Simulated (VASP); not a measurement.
Input of a VASP 6.6.1 run:

INCAR

```
SYSTEM = Na2Au
PREC     = Accurate       ! precision mode
ENCUT    = 520            ! plane-wave cutoff, eV
EDIFF    = 1E-6           ! SCF threshold, eV
ISMEAR   = 0              ! smearing method
SIGMA    = 0.1            ! smearing width, eV
LREAL    = .False.        ! projectors in reciprocal space
LASPH    = .True.         ! aspherical terms in the spheres
NELM     = 60             ! most SCF steps
ALGO     = Fast           ! electronic algorithm
ISIF     = 2              ! what is computed and relaxed
LWAVE    = .False.        ! write WAVECAR
LCHARG   = .False.        ! write CHGCAR
GGA      = CA             ! functional
NBANDS   = 34             ! bands
```

KPOINTS

```
Automatic mesh
0
Gamma
  8 8 8
  0 0 0
```

File POSCAR:

```
Na2Au
1.0
   -3.5561796493      3.5561796493      2.7407999898
    3.5561796493     -3.5561796493      2.7407999898
    3.5561796493      3.5561796493     -2.7407999898
Na Au
4 2
Direct
    0.6724106622      0.1724106622      0.8448213244
    0.1724106622      0.3275893378      0.5000000000
    0.3275893378      0.8275893378      0.1551786756
    0.8275893378      0.6724106622      0.5000000000
    0.2500000000      0.2500000000      0.0000000000
    0.7500000000      0.7500000000      0.0000000000
```

Potentials or basis: VASP PAW LDA potentials, release 64 (Na_pv, Au).

Command:

```sh
$ cat potpaw_LDA.64/Na_pv/POTCAR potpaw_LDA.64/Au/POTCAR > POTCAR
$ mpirun -np 1 vasp_std > vasp.out
```

Q: What does it give for the largest force?

A: 0.005 eV/Å.

Q: Predict the band gap on the k mesh.

A: Zero (bands 25 and 26 overlap by 2.05 eV).

Q: What does it give for the pressure?

A: 0.1 GPa.

Forces on the atoms (eV/Å):
```
Na  -0.003 -0.003  0.000
Na   0.003 -0.003  0.000
Na   0.003  0.003  0.000
Na  -0.003  0.003  0.000
Au   0.000  0.000  0.000
Au   0.000  0.000  0.000
```

Caveat: spin-orbit coupling is left out, which moves the levels of the heavy elements.
